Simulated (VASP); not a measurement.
Write the native input for VASP 6.6.1 that does the following.

```yaml
Task: single point
Functional: BLYP
Potentials_or_basis: VASP PAW PBE potentials, release 64 (Cu)
Cutoff: 520 eV
k_mesh: 13 × 13 × 12
Occupations: methfessel-paxton, width 0.1 eV
Spin: no spin polarisation
Dipole_correction: no
Further_INCAR_settings: ALGO = Normal; EDIFF = 1e-06; NBANDS = 18
```

The structure of Cu lies in POSCAR:

```
Cu
1.0
    1.2184636900     -3.9763780100      0.0000000000
    1.2184636900      3.9763780100      0.0000000000
    0.0000000000      0.0000000000      2.4754955200
Cu
2
Direct
    0.1338666500      0.8661333500      0.2500000000
    0.8661333500      0.1338666500      0.7500000000
```

These files were run (other wordings do the same):

INCAR

```
AGGAC = 1.0
AGGAX = 1.0
ALDAC = 0.0
ALDAX = 1.0
ALGO = Normal
EDIFF = 1E-6
ENCUT = 520
GGA = B5
ISIF = 2
ISMEAR = 1
LASPH = True
LCHARG = False
LREAL = False
LWAVE = False
NBANDS = 18
NELM = 100
PREC = Accurate
SIGMA = 0.1
```

KPOINTS

```
k-points
0
Gamma
  13 13 12
```

Potentials or basis: VASP PAW PBE potentials, release 64 (Cu).

Launch:

```console
$ cat potpaw_PBE.64/Cu/POTCAR > POTCAR
$ mpirun -np 1 vasp_std > vasp.out
```

Results of the run:

```
Pressure               : 15.0 GPa
Largest force          : 0.097 eV/Å
Band gap on the k mesh : zero (bands 11 and 12 overlap by 5.79 eV)
```

Caveat: the cell stands under pressure; the PAW data sets were made with another functional, which shifts forces and pressure a little.

Run time: 2.9 min on 1 thread of Intel Xeon 8259CL (shared host), peak memory 0.25 GiB.
